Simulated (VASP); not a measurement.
# Sb (P6/mmm) in VASP: notebook

Sb is run at these levels: PBE; tasks: single point.

Program: VASP 6.6.1. These are calculated values, not measurements. Logs are shortened: lines on timing, memory, paths and dates and some standing lists are left out, and cuts for length are marked.

## Step 1: The cell of the first run

The structure is hexagonal, space group P6/mmm (No. 191). The conventional cell has a = 3.169 Å, b = 3.169 Å, c = 3.018 Å, α = 90.00°, β = 90.00°, γ = 120.00°. Within 4.0 Å of Sb (site symmetry 6/mmm) lie 8 Sb at 3.02 to 3.17 Å.

## Step 2: Single point, PBE (volume scaled by 0.9)

Input file INCAR:

```
SYSTEM = Sb
ALGO = Normal ; EDIFF = 1E-6
ENCUT = 520 ; GGA = PE
ISIF = 2 ; ISMEAR = -1
LASPH = .True. ; LCHARG = .False.
LREAL = .False. ; LWAVE = .False.
NBANDS = 8 ; NELM = 60
PREC = Accurate ; SIGMA = 0.05
```

Input file KPOINTS:

```
k-points
0
Gamma
  13 13 12
  0 0 0
```

Input file POSCAR:

```
Sb
1.0
    3.1688885968      0.0000000000      0.0000000000
   -1.5844442984      2.7443380266      0.0000000000
    0.0000000000      0.0000000000      3.0176227212
Sb
1
Direct
    0.0000000000      0.0000000000      0.0000000000
```

Potentials or basis: VASP PAW PBE potentials, release 64 (Sb).

Run with:

```sh
$ cat potpaw_PBE.64/Sb/POTCAR > POTCAR
$ mpirun -np 1 vasp_std > vasp.out
```

OUTCAR:

```text
SYSTEM = Sb
   EDIFF = 1E-6
   ENCUT = 520
   GGA = PE
   ISIF = 2
   ISMEAR = -1
   LASPH = .True.
   LREAL = .False.
   NELM = 60
   PREC = Accurate

 ion  position               nearest neighbor table
   1  0.000  0.000  0.000-

  LATTYP: Found a hexagonal cell.
 ALAT       =     3.1688885968
 C/A-ratio  =     0.9522653224

  Lattice vectors:

 A1 = (   3.1688885968,   0.0000000000,   0.0000000000)
 A2 = (  -1.5844442984,   2.7443380266,   0.0000000000)
 A3 = (   0.0000000000,   0.0000000000,   3.0176227212)

Analysis of symmetry for initial positions (statically):
=====================================================================
 Subroutine PRICEL returns:
 Original cell was already a primitive cell.

 Routine SETGRP: Setting up the symmetry group for a
 hexagonal supercell.

 Subroutine GETGRP returns: Found 24 space group operations
 (whereof 24 operations were pure point group operations)
 out of a pool of 24 trial point group operations.

The static configuration has the point symmetry D_6h.

Analysis of symmetry for dynamics (positions and initial velocities):
=====================================================================
 Subroutine PRICEL returns:
 Original cell was already a primitive cell.

 Routine SETGRP: Setting up the symmetry group for a
 hexagonal supercell.

 Subroutine GETGRP returns: Found 24 space group operations
 (whereof 24 operations were pure point group operations)
 out of a pool of 24 trial point group operations.

The dynamic configuration has the point symmetry D_6h.

 Subroutine INISYM returns: Found 24 space group operations
 (whereof 24 operations are pure point group operations),
 and found     1 'primitive' translations

----------------------------------------------------------------------------------------

                                     Primitive cell

  volume of cell :      26.2428

  direct lattice vectors                    reciprocal lattice vectors
     3.168888597  0.000000000  0.000000000     0.315568052  0.182193299  0.000000000
    -1.584444298  2.744338027  0.000000000     0.000000000  0.364386599  0.000000000
     0.000000000  0.000000000  3.017622721     0.000000000  0.000000000  0.331386688

  length of vectors
     3.168888597  3.168888597  3.017622721     0.364386599  0.364386599  0.331386688

  position of ions in fractional coordinates (direct lattice)
     0.000000000  0.000000000  0.000000000

  ion indices of the primitive-cell ions
   primitive index   ion index
                 1           1

----------------------------------------------------------------------------------------

 KPOINTS: k-points

Automatic generation of k-mesh.
 Grid dimensions read from file:
 generate k-points for:   13   13   12

 Generating k-lattice:

  Cartesian coordinates                     Fractional coordinates (reciprocal lattice)
     0.024274466  0.014014869  0.000000000     0.076923077 -0.000000000  0.000000000
     0.000000000  0.028029738  0.000000000     0.000000000  0.076923077  0.000000000
     0.000000000  0.000000000  0.027615557     0.000000000  0.000000000  0.083333333

  Length of vectors
     0.028029738  0.028029738  0.027615557

  Shift w.r.t. Gamma in fractional coordinates (k-lattice)
     0.000000000  0.000000000  0.000000000

 Subroutine IBZKPT returns following result:
 ===========================================

 Found    147 irreducible k-points:

 Following reciprocal coordinates:
            Coordinates               Weight
  0.000000  0.000000  0.000000      1.000000
  0.076923 -0.000000  0.000000      6.000000
  0.153846 -0.000000  0.000000      6.000000
  0.230769 -0.000000  0.000000      6.000000
  0.307692 -0.000000  0.000000      6.000000
  0.384615  0.000000  0.000000      6.000000
[... 16 lines left out ...]
  0.076923 -0.000000  0.083333     12.000000
  0.153846 -0.000000  0.083333     12.000000
 [... further k-points ...]
   k-points           NKPTS =    147   k-points in BZ     NKDIM =    147   number of bands    NBANDS=      8
   number of dos      NEDOS =    301   number of ions     NIONS =      1
   total plane-waves  NPLWV =  13824
   dimension x,y,z NGX =    24 NGY =   24 NGZ =   24
   dimension x,y,z NGXF=    48 NGYF=   48 NGZF=   48
   ions per type =               1
   NGX,Y,Z   is equivalent  to a cutoff of  12.59, 12.59, 13.22 a.u.
   NGXF,Y,Z  is equivalent  to a cutoff of  25.18, 25.18, 26.44 a.u.
 SYSTEM =  Sb
   PREC   = accura    normal or accurate (medium, high low for compatibility)
   ISTART =      0    job   : 0-new  1-cont  2-samecut
   ICHARG =      2    charge: 1-file 2-atom 10-const
   ISPIN  =      1    spin polarized calculation?
   LNONCOLLINEAR =      F non collinear calculations
   LSORBIT =      F    spin-orbit coupling
   LASPH  =      T    aspherical Exc in radial PAW
   ENCUT  =  520.0 eV  38.22 Ry    6.18 a.u.   5.89  5.89  5.61*2*pi/ulx,y,z
   NELM   =     60;   NELMIN=  2; NELMDL= -5     # of ELM steps
   EDIFF  = 0.1E-05   stopping-criterion for ELM
   LREAL  =      F    real-space projection
   EDIFFG = 0.1E-04   stopping-criterion for IOM
   NSW    =      0    number of steps for IOM
   IBRION =     -1    ionic relax: 0-MD 1-quasi-New 2-CG
   NFREE  =      0    steps in history (QN), initial steepest desc. (CG)
   ISIF   =      2    stress and relaxation
   ISYM   =      2    0-nonsym 1-usesym 2-fastsym
   POTIM  = 0.5000    time-step for ionic-motion
   TEBEG  =    0.0;   TEEND  =   0.0 temperature during run
   PSTRESS=    0.0 pullay stress
   NELECT =       5.0000    total number of electrons
   NUPDOWN=      -1.0000    fix difference up-down
   EMIN   =  10.00;   EMAX   =-10.00  energy-range for DOS
   EFERMI =   0.00;   METHOD = LEGACY
   ISMEAR =    -1;   SIGMA  =   0.05  broadening in eV -4-tet -1-fermi 0-gaus
   EFERMI_NEDOS =   21; number of points for ismear=-14 and -15
   IALGO  =     38    algorithm
   IMIX   =      4    mixing-type and parameters
     AMIX     =   0.40;   BMIX     =  1.00
     AMIX_MAG =   1.60;   BMIX_MAG =  1.00
  volume/ion in A,a.u.               =      26.24       177.09
  Fermi-wavevector in a.u.,A,eV,Ry     =   0.942023  1.780166 12.073918  0.887408
  Thomas-Fermi vector in A             =   2.069592
   LORBIT       =      0    0 simple, 1 ext, 2 COOP (PROOUT), +10 PAW based schemes
   GGA     = PE    functional components
   LHFCALC =     F    Hartree Fock is set to
   AEXX    =    0.0000 exact exchange contribution
   IVDW    =     0    specifies the selected vdW correction
   LEPSILON=     F    determine dielectric tensor
   LRPA    =     F    only Hartree local field effects (RPA)
 non-spin polarized calculation
  energy-cutoff  :      520.00
  volume of cell :       26.24
 maximum number of plane-waves:       719
 NGX is ok and might be reduce to    24
   NGX = 11   NGY = 11   NGZ = 11

 number of electron       5.0000000 magnetization

 Free energy of the ion-electron system (eV)
  ---------------------------------------------------
  ext. energy  EPLUGINS =         0.00000000
  ---------------------------------------------------
  free energy    TOTEN  =        -3.93441405 eV

  energy without entropy =       -3.93019199  energy(sigma->0) =       -3.93230302

 E-fermi :   8.8337     XC(G=0): -10.2563

 val. band max:        8.8102838553   @ k =   0.2308   0.1538   0.0000
 cond. band min:       8.8732587150   @ k =   0.2308   0.0769   0.3333
 fundamental gap:      0.0629748597
 Fermi energy:         8.8336836864

 k-point     1 :       0.0000    0.0000    0.0000
  band No.  band energies     occupation
      1      -4.4543      2.00000
      2      12.0972      0.00000
      3      13.9307      0.00000
      4      13.9307      0.00000
      5      15.7644      0.00000
      6      19.1048      0.00000
      7      19.1048      0.00000
      8      19.3947      0.00000

 k-point     2 :       0.0769   -0.0000    0.0000
  band No.  band energies     occupation
      1      -4.3363      2.00000
      2      12.2179      0.00000
      3      12.7686      0.00000
      4      13.5745      0.00000
      5      15.9812      0.00000
      6      17.7717      0.00000
      7      19.6039      0.00000
      8      20.1975      0.00000

 k-point     3 :       0.1538   -0.0000    0.0000
  band No.  band energies     occupation
      1      -3.9836      2.00000
      2      10.5952      0.00000
      3      12.5733      0.00000
      4      12.7966      0.00000
      5      16.0962      0.00000
      6      16.9310      0.00000
      7      20.8074      0.00000
      8      21.6712      0.00000

 k-point     4 :       0.2308   -0.0000    0.0000
  band No.  band energies     occupation
      1      -3.4022      2.00000
      2       8.2967      1.99996
      3      11.9661      0.00000
      4      13.1398      0.00000
      5      15.6046      0.00000
      6      17.0902      0.00000
      7      22.3339      0.00000
      8      23.2844      0.00000

 k-point     5 :       0.3077   -0.0000    0.0000
  band No.  band energies     occupation
      1      -2.6095      2.00000
      2       6.1290      2.00000
      3      11.2603      0.00000
      4      13.8659      0.00000
      5      15.0608      0.00000
      6      17.6988      0.00000
      7      22.8544      0.00000
      8      23.6024      0.00000
[... 177 lines left out ...]
 k-point    22 :       0.0000    0.0000    0.0833
  band No.  band energies     occupation
      1      -4.3451      2.00000
      2      10.7530      0.00000
      3      14.0458      0.00000
      4      14.0458      0.00000
      5      17.0366      0.00000
      6      19.1833      0.00000
      7      19.1833      0.00000
      8      19.4883      0.00000

 k-point    23 :       0.0769   -0.0000    0.0833
  band No.  band energies     occupation
      1      -4.2270      2.00000
      2      10.8608      0.00000
      3      12.9124      0.00000
      4      13.6880      0.00000
      5      17.2482      0.00000
      6      17.9269      0.00000
      7      19.6833      0.00000
      8      20.3816      0.00000

 k-point    24 :       0.1538   -0.0000    0.0833
  band No.  band energies     occupation
      1      -3.8744      2.00000
      2      10.6247      0.00000
      3      11.3215      0.00000
      4      12.9078      0.00000
      5      16.5970      0.00000
      6      17.9220      0.00000
      7      20.8869      0.00000
      8      21.7111      0.00000

 [... further k-points ...]
[... 5 lines left out ...]
  --------------------------------------------------------------------------------------
  -------------------------------------------------------------------------------------
  Total        1.2466071      1.2466071      1.2524113      0.0000000     -0.0000000      0.0000000
  in kB       76.1080600     76.1080600     76.4624190      0.0000000     -0.0000000      0.0000000
  external PRESSURE =      76.2261797 kB  Pullay stress =       0.0000000 kB

 VOLUME and BASIS-vectors are now :
 -----------------------------------------------------------------------------
  energy-cutoff  :      520.00
  volume of cell :       26.24
      direct lattice vectors                 reciprocal lattice vectors
     3.168888597  0.000000000  0.000000000     0.315568052  0.182193299  0.000000000
    -1.584444298  2.744338027  0.000000000     0.000000000  0.364386599  0.000000000
     0.000000000  0.000000000  3.017622721     0.000000000  0.000000000  0.331386688

 POSITION                                       TOTAL-FORCE (eV/Angst)
 -----------------------------------------------------------------------------------
      0.00000      0.00000      0.00000        -0.000000      0.000000      0.000000
 -----------------------------------------------------------------------------------
    total drift:                               -0.000000      0.000000      0.000000

  FREE ENERGIE OF THE ION-ELECTRON SYSTEM (eV)
  ---------------------------------------------------
  free  energy   TOTEN  =        -3.9344140461 eV

  energy  without entropy=       -3.9301919919  energy(sigma->0) =       -3.93230302
```

Wall time 6.5 s (1 thread of Intel Xeon 6975P-C (Granite Rapids), shared host); peak memory 0.15 GiB.

Results:

```yaml
Free_energy: -3.9344 eV
Pressure: 7.6 GPa
```

Levels at points of the mesh, in eV from the Fermi level:
```tsv
k point	band 1	band 2	band 3	band 4	band 5
(0.00, 0.00, 0.00)	-13.29	3.26	5.10	5.10	6.93
(0.00, 0.00, 0.50)	-10.58	-6.37	7.45	7.45	11.83
```

Caveat: spin-orbit coupling is left out, which moves the levels of the heavy elements.

(Continued in part 2 of 2.)
